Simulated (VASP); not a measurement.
A run of VASP 6.6.1:

Contents of INCAR:

```
SYSTEM = MgB2
  PREC = Accurate
  ENCUT = 520
  EDIFF = 1E-6
  ISMEAR = -1
  SIGMA = 0.1
  LREAL = .FALSE.
  LASPH = .TRUE.
  NELM = 120
  ALGO = Normal
  ISIF = 2
  LWAVE = .FALSE.
  LCHARG = .TRUE.
  GGA = PS
  LELF = .TRUE.
  LVHAR = .TRUE.
  NBANDS = 17
  GGA_COMPAT = .FALSE.
  NELMDL = -8
```

File KPOINTS:

```
Automatic mesh
0
G
  6 6 3
  0 0 0
```

Contents of POSCAR:

```
MgB2
1.0
    3.0850000000      0.0000000000      0.0000000000
   -1.5425000000      2.6716883700      0.0000000000
    0.0000000000      0.0000000000      9.0460000000
Mg B
2 4
Direct
    0.0000000000      0.0000000000      0.0000000000
    0.0000000000      0.0000000000      0.3894539023
    0.3333333333      0.6666666667      0.1947269511
    0.6666666667      0.3333333333      0.1947269511
    0.3333333333      0.6666666667      0.5841808534
    0.6666666667      0.3333333333      0.5841808534
```

Potentials or basis: VASP PAW PBE potentials, release 64 (Mg, B).

Run with:

```bash
$ cat potpaw_PBE.64/Mg/POTCAR potpaw_PBE.64/B/POTCAR > POTCAR
$ mpirun -np 1 vasp_std > vasp.out
```

Hardware: 1 thread of Intel Xeon 8259CL (shared host).

**Question.** How long does it take, and how much memory?

**Answer.** Wall time 47 s on 1 thread of Intel Xeon 8259CL, on a shared host, peak memory 0.18 GiB. Counts: scf iterations 17, k points 14.
